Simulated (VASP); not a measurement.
A run of VASP 6.6.1 is set up as follows.

File INCAR:

```
PREC     = Accurate       # precision mode
ENCUT    = 520            # plane-wave cutoff, eV
EDIFF    = 1E-6           # SCF threshold, eV
ISMEAR   = 0              # smearing method
SIGMA    = 0.1            # smearing width, eV
LREAL    = False          # projectors in reciprocal space
LASPH    = True           # aspherical terms in the spheres
NELM     = 150            # most SCF steps
ALGO     = Normal         # electronic algorithm
ISIF     = 2              # what is computed and relaxed
LWAVE    = False          # write WAVECAR
LCHARG   = True           # write CHGCAR
ISPIN    = 2              # spin polarisation
MAGMOM   = 3.8 0.35       # initial moments
LORBIT   = 11             # projections on sites
LMAXMIX  = 4              # l up to which the mixer works
GGA      = PE             # functional
LELF     = True           # ELF
LVHAR    = True         
NBANDS   = 18             # bands
```

File KPOINTS:

```
Automatic mesh
0
Gamma
  18 18 18
```

POSCAR

```
FeO
1.0
    1.5232353771      0.8794403550      2.4880041688
   -1.5232353771      0.8794403550      2.4880041688
    0.0000000000     -1.7588807100      2.4880041688
Fe O
1 1
Direct
    0.0000000000      0.0000000000      0.0000000000
    0.5000000000      0.5000000000      0.5000000000
```

Potentials or basis: VASP PAW PBE potentials, release 64 (Fe, O).

Command:

```bash
$ cat potpaw_PBE.64/Fe/POTCAR potpaw_PBE.64/O/POTCAR > POTCAR
$ mpirun -np 1 vasp_std > vasp.out
```

(1) Estimate the net moment.

(2) Predict the pressure.

(3) Predict the band gap on the k mesh.

## Answers

(1) 4.00 μB per cell.

(2) 0.1 GPa.

(3) zero (filled and empty bands overlap).

Caveat: a cell with one magnetic atom can't hold antiferromagnetic order, which such compounds often take; semilocal functionals often make such compounds metallic where correlation or magnetic order opens a gap, which also shifts bond lengths.
